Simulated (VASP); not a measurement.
# ZnS (P6_3mc) in VASP: single point with PBE+D3(BJ)

Aim: the single point of ZnS with PBE+D3(BJ).

Everything below comes from runs of VASP 6.6.1. Logs are shortened: lines on timing, memory, paths and dates and some standing lists are left out, and cuts for length are marked.

### Step 1. The cell of the first run

Symmetry: P6_3mc, No. 186, hexagonal system. The conventional cell has a = 3.795 Å, b = 3.795 Å, c = 6.235 Å, α = 90.00°, β = 90.00°, γ = 120.00°. Zn (site symmetry 3m) has 4 S at 2.33 Å within 3.1 Å. Within 3.1 Å of S (site symmetry 3m) lie 4 Zn at 2.33 Å.

### Step 2. Single point, PBE+D3(BJ)

The input, INCAR:

```
SYSTEM = ZnS
  ALGO = Normal
  EDIFF = 1E-6
  ENCUT = 520
  GGA = PE
  ISIF = 2
  ISMEAR = 0
  IVDW = 12
  LASPH = .True.
  LCHARG = .False.
  LREAL = .False.
  LWAVE = .False.
  NBANDS = 26
  NELM = 60
  PREC = Accurate
  SIGMA = 0.02
```

The input, KPOINTS:

```
k-points
0
Gamma
  9 9 6
  0 0 0
```

The input, POSCAR:

```
ZnS
1.0
    3.7948528085      0.0000000000      0.0000000000
   -1.8974264043      3.2864389358      0.0000000000
    0.0000000000      0.0000000000      6.2349774385
Zn S
2 2
Direct
    0.3333333333      0.6666666667      0.0056210502
    0.6666666667      0.3333333333      0.5056210502
    0.3333333333      0.6666666667      0.3793789498
    0.6666666667      0.3333333333      0.8793789498
```

Potentials or basis: VASP PAW PBE potentials, release 64 (Zn, S).

Command:

```sh
$ cat potpaw_PBE.64/Zn/POTCAR potpaw_PBE.64/S/POTCAR > POTCAR
$ mpirun -np 1 vasp_std > vasp.out
```

OUTCAR:

```text
SYSTEM = ZnS
   EDIFF = 1E-6
   ENCUT = 520
   GGA = PE
   ISIF = 2
   ISMEAR = 0
   IVDW = 12
   LASPH = .True.
   LREAL = .False.
   NELM = 60
   PREC = Accurate
 IVDW          = 12

 ion  position               nearest neighbor table
   1  0.333  0.667  0.006-   4 2.33   4 2.33   4 2.33   3 2.33
   2  0.667  0.333  0.506-   3 2.33   3 2.33   3 2.33   4 2.33
   3  0.333  0.667  0.379-   2 2.33   2 2.33   2 2.33   1 2.33
   4  0.667  0.333  0.879-   1 2.33   1 2.33   1 2.33   2 2.33

  LATTYP: Found a hexagonal cell.
 ALAT       =     3.7948528085
 C/A-ratio  =     1.6430090317

  Lattice vectors:

 A1 = (   3.7948528085,   0.0000000000,   0.0000000000)
 A2 = (  -1.8974264043,   3.2864389358,   0.0000000000)
 A3 = (   0.0000000000,   0.0000000000,   6.2349774385)

Analysis of symmetry for initial positions (statically):
=====================================================================
 Subroutine PRICEL returns:
 Original cell was already a primitive cell.

 Routine SETGRP: Setting up the symmetry group for a
 hexagonal supercell.

 Subroutine GETGRP returns: Found 12 space group operations
 (whereof  6 operations were pure point group operations)
 out of a pool of 24 trial point group operations.

The static configuration has the point symmetry C_3v.
 The point group associated with its full space group is C_6v.

Analysis of symmetry for dynamics (positions and initial velocities):
=====================================================================
 Subroutine PRICEL returns:
 Original cell was already a primitive cell.

 Routine SETGRP: Setting up the symmetry group for a
 hexagonal supercell.

 Subroutine GETGRP returns: Found 12 space group operations
 (whereof  6 operations were pure point group operations)
 out of a pool of 24 trial point group operations.

The dynamic configuration has the point symmetry C_3v.
 The point group associated with its full space group is C_6v.

 Subroutine INISYM returns: Found 12 space group operations
 (whereof  6 operations are pure point group operations),
 and found     1 'primitive' translations

----------------------------------------------------------------------------------------

[... 91 lines left out ...]
   LNONCOLLINEAR =      F non collinear calculations
   LSORBIT =      F    spin-orbit coupling
   LASPH  =      T    aspherical Exc in radial PAW
   ENCUT  =  520.0 eV  38.22 Ry    6.18 a.u.   7.06  7.06 11.59*2*pi/ulx,y,z
   NELM   =     60;   NELMIN=  2; NELMDL= -5     # of ELM steps
   EDIFF  = 0.1E-05   stopping-criterion for ELM
   LREAL  =      F    real-space projection
   EDIFFG = 0.1E-04   stopping-criterion for IOM
   NSW    =      0    number of steps for IOM
   IBRION =     -1    ionic relax: 0-MD 1-quasi-New 2-CG
   NFREE  =      0    steps in history (QN), initial steepest desc. (CG)
   ISIF   =      2    stress and relaxation
   ISYM   =      2    0-nonsym 1-usesym 2-fastsym
   POTIM  = 0.5000    time-step for ionic-motion
   TEBEG  =    0.0;   TEEND  =   0.0 temperature during run
   PSTRESS=    0.0 pullay stress
   NELECT =      36.0000    total number of electrons
   NUPDOWN=      -1.0000    fix difference up-down
   EMIN   =  10.00;   EMAX   =-10.00  energy-range for DOS
   EFERMI =   0.00;   METHOD = LEGACY
   ISMEAR =     0;   SIGMA  =   0.02  broadening in eV -4-tet -1-fermi 0-gaus
   EFERMI_NEDOS =   21; number of points for ismear=-14 and -15
   IALGO  =     38    algorithm
   IMIX   =      4    mixing-type and parameters
     AMIX     =   0.40;   BMIX     =  1.00
     AMIX_MAG =   1.60;   BMIX_MAG =  1.00
  volume/ion in A,a.u.               =      19.44       131.19
  Fermi-wavevector in a.u.,A,eV,Ry     =   1.266457  2.393257 21.822574  1.603914
  Thomas-Fermi vector in A             =   2.399657
   LORBIT       =      0    0 simple, 1 ext, 2 COOP (PROOUT), +10 PAW based schemes
   GGA     = PE    functional components
   LHFCALC =     F    Hartree Fock is set to
   AEXX    =    0.0000 exact exchange contribution
   IVDW    =    12    specifies the selected vdW correction
   LEPSILON=     F    determine dielectric tensor
   LRPA    =     F    only Hartree local field effects (RPA)
 non-spin polarized calculation
 Gauss-broadening in eV      SIGMA  =   0.02
  energy-cutoff  :      520.00
  volume of cell :       77.76
 maximum number of plane-waves:      2116
   NGX = 15   NGY = 15   NGZ = 23

 number of electron      35.9999996 magnetization

 Free energy of the ion-electron system (eV)
  ---------------------------------------------------
  ext. energy  EPLUGINS =         0.00000000
  ---------------------------------------------------
  free energy    TOTEN  =       -13.66486135 eV

  energy without entropy =      -13.66486135  energy(sigma->0) =      -13.66486135

 E-fermi :   2.3890     XC(G=0):  -9.6935

 val. band max:        2.2671313813   @ k =   0.0000   0.0000   0.0000
 cond. band min:       4.5123539766   @ k =   0.0000   0.0000   0.0000
 fundamental gap:      2.2452225953
 Fermi energy:         2.3889638563

 k-point     1 :       0.0000    0.0000    0.0000
  band No.  band energies     occupation
      1     -11.0062      2.00000
      2     -10.0508      2.00000
      3      -4.1435      2.00000
      4      -4.1254      2.00000
      5      -4.1254      2.00000
      6      -4.0404      2.00000
[... 685 lines left out ...]
     25      12.3876      0.00000
     26      12.4042      0.00000

 [... further k-points ...]

------------------------ aborting loop because EDIFF is reached ----------------------------------------

 Edisp (eV)   -1.25089

 E8    (eV) :    -0.4918

  FORCE on cell =-STRESS in cart. coord.  units (eV):
  Direction    XX          YY          ZZ          XY          YZ          ZX
  --------------------------------------------------------------------------------------
  -------------------------------------------------------------------------------------
  Total       0.07701     0.07701     0.08867    -0.00000     0.00000     0.00000
  in kB       1.58683     1.58683     1.82695    -0.00000     0.00000     0.00000
  external pressure =        1.67 kB  Pullay stress =        0.00 kB

 VOLUME and BASIS-vectors are now :
 -----------------------------------------------------------------------------
  energy-cutoff  :      520.00
  volume of cell :       77.76
      direct lattice vectors                 reciprocal lattice vectors
     3.794852808  0.000000000  0.000000000     0.263514832  0.152140359  0.000000000
    -1.897426404  3.286438936  0.000000000     0.000000000  0.304280718  0.000000000
     0.000000000  0.000000000  6.234977438     0.000000000  0.000000000  0.160385504

 POSITION                                       TOTAL-FORCE (eV/Angst)
 -----------------------------------------------------------------------------------
     -0.00000      2.19096      0.03505        -0.000000      0.000000     -0.002631
      1.89743      1.09548      3.15254         0.000000      0.000000     -0.002631
     -0.00000      2.19096      2.36542        -0.000000      0.000000      0.002631
      1.89743      1.09548      5.48291        -0.000000      0.000000      0.002631
 -----------------------------------------------------------------------------------
    total drift:                               -0.000000     -0.000000     -0.000896

  FREE ENERGIE OF THE ION-ELECTRON SYSTEM (eV)
  ---------------------------------------------------
  free  energy   TOTEN  =       -14.9157554996 eV

  energy  without entropy=      -14.9157554996  energy(sigma->0) =      -14.91575550
```

stdout:

```text
POSCAR found type information on POSCAR ZnS
 POSCAR found :  2 types and       4 ions
 scaLAPACK will be used
 LDA part: xc-table for (Slater+PW92), standard interpolation
 POSCAR, INCAR and KPOINTS ok, starting setup
 FFT: planning ... GRIDC
 FFT: planning ... GRID_SOFT
 FFT: planning ... GRID
 WAVECAR not read
 entering main loop
```

Run time: 85 s. Hardware: 1 thread of AMD EPYC 7R13 (Zen 3), shared host; peak memory 0.21 GiB.

What came out:

```yaml
Free_energy: -14.9158 eV
Pressure: 0.2 GPa
Band_gap_on_the_k_mesh: 2.25 eV, direct
Dispersion_energy_per_atom: -0.313 eV
```

Forces in eV/Å, atoms in the order of the input:
```
Zn   0.000  0.000 -0.003
Zn   0.000  0.000 -0.003
S    0.000  0.000  0.003
S    0.000  0.000  0.003
```
